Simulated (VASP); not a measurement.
Set up this calculation in VASP 6.6.1, as the native input.

| Item | Value |
| --- | --- |
| Task | relaxation of cell and atoms |
| Functional | PBEsol |
| Potentials or basis | VASP PAW PBE potentials, release 64 (In_d, Ga_d, As) |
| Cutoff | 600 eV |
| k mesh | 10 × 10 × 8 |
| Occupations | gaussian, width 0.1 eV |
| Spin | no spin polarisation |
| Dipole correction | no |
| Further INCAR settings | ALGO = Normal; EDIFF = 1e-07; IBRION = 2; EDIFFG = -0.005; NSW = 100; ISIF = 3 |

The structure of InGaAs2 lies in POSCAR:

```
InGaAs2
1.0
    4.2250012014      0.0000000000      0.0000000000
    0.0000000000      4.2250012014      0.0000000000
    0.0000000000      0.0000000000      5.9621480000
In Ga As
1 1 2
Direct
    0.0000000000      0.0000000000      0.5000000000
    0.5000000000      0.5000000000      0.0000000000
    0.5000000000      0.0000000000      0.7684750000
    0.0000000000      0.5000000000      0.2315250000
```

One way to write it, as run:

INCAR

```
SYSTEM = InGaAs2
ALGO = Normal
EDIFF = 1E-7
EDIFFG = -0.005
ENCUT = 600
GGA = PS
IBRION = 2
ISIF = 3
ISMEAR = 0
LASPH = .TRUE.
LCHARG = .FALSE.
LREAL = .FALSE.
LWAVE = .FALSE.
NELM = 100
NSW = 100
PREC = Accurate
SIGMA = 0.1
```

KPOINTS

```
k-points
0
G
  10 10 8
  0 0 0
```

Potentials or basis: VASP PAW PBE potentials, release 64 (In_d, Ga_d, As).

Run with:

```bash
$ cat potpaw_PBE.64/In_d/POTCAR potpaw_PBE.64/Ga_d/POTCAR potpaw_PBE.64/As/POTCAR > POTCAR
$ mpirun -np 1 vasp_std > vasp.out
```

It gave:

* Relaxed volume: 25.39 Å³/atom
* Relaxed cell: a = 4.146 Å, b = 4.146 Å, c = 5.909 Å, α = 90.00°, β = 90.00°, γ = 90.00°
* Space group after relaxing (to 0.05 Å): P-4m2 (No. 115)
* Energy gained by relaxing: 10.4 meV/atom
* Ionic steps: 7
* Pressure after relaxing: 0.0 GPa
* Band gap on the k mesh: zero (filled and empty bands touch)

Caveat: the PAW data sets were made with another functional, which shifts forces and pressure a little; spin-orbit coupling is left out, which moves the levels of the heavy elements.

Wall time 11 min on 1 thread of Intel(R) Xeon(R) Platinum 8488C (Sapphire Rapids), on a shared host, peak memory 0.5 GiB.
